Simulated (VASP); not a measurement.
Here is a VASP 6.6.1 calculation.

INCAR

```
ALGO = Normal ; EDIFF = 1E-6
EDIFFG = -0.008 ; ENCUT = 600
GGA = PS ; IBRION = 2
ISIF = 3 ; ISMEAR = 0
LASPH = True ; LCHARG = False
LREAL = False ; LWAVE = False
NELM = 80 ; NSW = 70
PREC = Accurate ; PSTRESS = 200.0
SIGMA = 0.1
```

The input KPOINTS:

```
k-points
0
Gamma
  18 18 8
```

The input POSCAR:

```
HfN
1.0
    3.0616561899      0.0000000000      0.0000000000
   -1.5308280950      2.6514720381      0.0000000000
    0.0000000000      0.0000000000      5.2785822898
Hf N
2 2
Direct
    0.6666666667      0.3333333333      0.7500000000
    0.3333333333      0.6666666667      0.2500000000
    0.0000000000      0.0000000000      0.0000000000
    0.0000000000      0.0000000000      0.5000000000
```

Potentials or basis: VASP PAW PBE potentials, release 64 (Hf_pv, N).

Command:

```sh
$ cat potpaw_PBE.64/Hf_pv/POTCAR potpaw_PBE.64/N/POTCAR > POTCAR
$ mpirun -np 1 vasp_std > vasp.out
```

(1) Predict the relaxed volume.

(2) Predict the band gap on the k mesh.

(3) Estimate the relaxed cell.

(4) What does it give for the space group after relaxing (to 0.1 Å)?

Answers

(1) 10.66 Å³/atom.

(2) zero (bands 15 and 16 overlap by 2.58 eV).

(3) a = 3.055 Å, b = 3.055 Å, c = 5.273 Å, α = 90.00°, β = 90.00°, γ = 120.00°.

(4) P6_3/mmc (No. 194).

Caveat: the cell is relaxed towards a set pressure, so the run minimises the enthalpy, not the energy; the PAW data sets were made with another functional, which shifts forces and pressure a little; spin-orbit coupling is left out, which moves the levels of the heavy elements.
